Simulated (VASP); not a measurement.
LiTlSe2:

```
Li Se Tl
1.0
     4.00492    0.00000    0.00000
     0.00000    4.00492    0.00000
     0.00000    0.00000    5.66381
Li Se Tl
1 2 1
Direct
  0.00000 0.00000 0.00000
  0.00000 0.50000 0.25000
  0.50000 0.00000 0.75000
  0.50000 0.50000 0.50000
```

| Property | Result |
| --- | --- |
| Program | VASP 6.6.1 |
| Task | relaxation of cell and atoms |
| Functional | PBE |
| Potentials or basis | VASP PAW PBE potentials, release 64 (Li_sv, Se, Tl_d) |
| Cutoff | 600 eV |
| k mesh | 6 × 6 × 4 |
| Occupations | fermi-dirac, width 0.02 eV |
| Spin | no spin polarisation |

At the start: pressure 16.5 GPa; volume 22.71 Å³/atom.

**Question.** Where does the relaxation end?

**Answer.** Over 20 steps the energy falls by 292.9 meV/atom and the volume is 28.03 Å³/atom (+23.4 %); space group P-4m2 (No. 115, to 0.1 Å) before and after.

The path:
| step | energy change (eV) | largest force (eV/Å) | pressure (GPa) | volume (Å³) |
| --- | --- | --- | --- | --- |
| 1 | 0.0000 | 2.7510 | 16.47 | 90.84 |
| 2 | -1.0308 | 0.3731 | -3.02 | 125.13 |
| 3 | -1.1655 | 0.1451 | -0.08 | 113.61 |
| 4 | -1.1655 | 0.1160 | -0.25 | 114.11 |
| 5 | -1.1673 | 0.0905 | -0.20 | 113.71 |
| 6 | -1.1702 | 0.0122 | -0.04 | 112.54 |
| 7 | -1.1703 | 0.0045 | -0.01 | 112.29 |
| 8 | -1.1707 | 0.0038 | 0.04 | 112.17 |
| 9 | -1.1712 | 0.0152 | 0.07 | 112.01 |
| 10 | -1.1711 | 0.0380 | 0.17 | 111.68 |
| 11 | -1.1713 | 0.0263 | 0.13 | 111.84 |
| 12 | -1.1715 | 0.0077 | -0.01 | 112.21 |
| 13 | -1.1715 | 0.0092 | -0.01 | 112.18 |
| 14 | -1.1715 | 0.0098 | -0.01 | 112.17 |
| 15 | -1.1715 | 0.0103 | -0.01 | 112.16 |
| 16 | -1.1714 | 0.0184 | 0.06 | 112.00 |
| 17 | -1.1715 | 0.0110 | 0.01 | 112.15 |
| 18 | -1.1715 | 0.0105 | 0.01 | 112.15 |
| 19 | -1.1715 | 0.0068 | 0.00 | 112.15 |
| 20 | -1.1715 | 0.0012 | 0.00 | 112.14 |

Final structure:
```yaml
crystal:
  lattice:
    - [4.31650, 0.00000, 0.00000]
    - [0.00000, 4.31650, 0.00000]
    - [0.00000, 0.00000, 6.01858]
  atoms:
    - { symbol: Li, position: [0.00000, 0.00000, 0.00000] }
    - { symbol: Se, position: [0.00000, 0.50000, 0.22687] }
    - { symbol: Se, position: [0.50000, 0.00000, 0.77313] }
    - { symbol: Tl, position: [0.50000, 0.50000, 0.50000] }
```

Caveat: the cutoff is under 1.25 times the usual one of these potentials, so pressure, stress and relaxed cells hold a basis-set (Pulay) error; the volume moved by over 15 % at a fixed basis, so the end points are rough.
